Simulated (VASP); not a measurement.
Crystal: MgZn2O4.

```
Mg Zn O
1.0
     2.71415    0.05627    0.02904
     1.44523    4.66650   -0.02115
     0.07722    1.04615    5.08915
Mg Zn O
1 2 4
Direct
  0.50000 0.50000 0.00000
  0.73080 0.06026 0.72454
  0.26920 0.93974 0.27546
  0.85022 0.74074 0.13958
  0.31179 0.81227 0.69878
  0.14978 0.25926 0.86042
  0.68821 0.18773 0.30122
```

This cell differs from its parent crystal: Mn replaced by Zn, lengths x 0.970, strained.

Base run:

* Program: VASP 6.6.1
* Functional: PBEsol
* Potentials or basis: VASP PAW PBE potentials, release 64 (Mg, Zn, O)
* Cutoff: 520 eV
* k mesh: 8 × 4 × 4
* Occupations: gaussian, width 0.1 eV
* Spin: no spin polarisation

Its results: pressure 45.4 GPa; largest force 5.088 eV/Å.

The run is repeated on the same cell with these changes: spin from no spin polarisation to collinear spin, ferromagnetic start; further incar settings from ALGO = Normal; EDIFF = 1e-06; NBANDS = 34 to ALGO = Normal; EDIFF = 1e-07; NBANDS = 38. What comes out?

Pressure 45.8 GPa; net moment 1.54 μB per cell; site moments Mg +0.01; Zn +0.18; O +0.23, +0.29 μB; largest force 5.149 eV/Å.

Caveats: the PAW data sets were made with another functional, which shifts forces and pressure a little.
